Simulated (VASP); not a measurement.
Input of a VASP 6.6.1 run:

Contents of POSCAR:

```
KBr
1.0
    0.0000000000      3.4571250000      3.4571250000
    3.4571250000      0.0000000000      3.4571250000
    3.4571250000      3.4571250000      0.0000000000
K Br
1 1
Direct
    0.0000000000      0.0000000000      0.0000000000
    0.5000000000      0.5000000000      0.5000000000
```

The input INCAR.step1:

```
PREC = Accurate ; ENCUT = 520
ISMEAR = 0 ; SIGMA = 0.05
LREAL = F ; LASPH = T
NELM = 100 ; NBANDS = 15
GGA = PE ; ALGO = Normal
EDIFF = 1E-4 ; LWAVE = T
LCHARG = F
```

Contents of INCAR.step2:

```
PREC = Accurate ; ENCUT = 520
EDIFF = 1E-6 ; ISMEAR = 0
SIGMA = 0.05 ; LREAL = F
LASPH = T ; NELM = 100
ALGO = Normal ; ISIF = 2
LWAVE = F ; LCHARG = F
METAGGA = R2SCAN ; LMIXTAU = T
NBANDS = 15 ; ISTART = 1
```

Contents of KPOINTS:

```
regular mesh
0
Gamma
  6 6 6
```

Potentials or basis: VASP PAW PBE potentials, release 64 (K_sv, Br).

The run is started by

```bash
$ cat potpaw_PBE.64/K_sv/POTCAR potpaw_PBE.64/Br/POTCAR > POTCAR
$ cp INCAR.step1 INCAR
$ mpirun -np 1 vasp_std > vasp.out
$ cp INCAR.step2 INCAR
$ mpirun -np 1 vasp_std > vasp.out
```

Question: What does it give for the pressure?

Answer: -1.6 GPa.

Question: Predict the band gap on the k mesh.

Answer: 4.72 eV, direct.

Caveat: the cell differs from its parent crystal (strain +0.050 along x and y, +0.050 along z); the PAW data sets were made with another functional, which shifts forces and pressure a little.
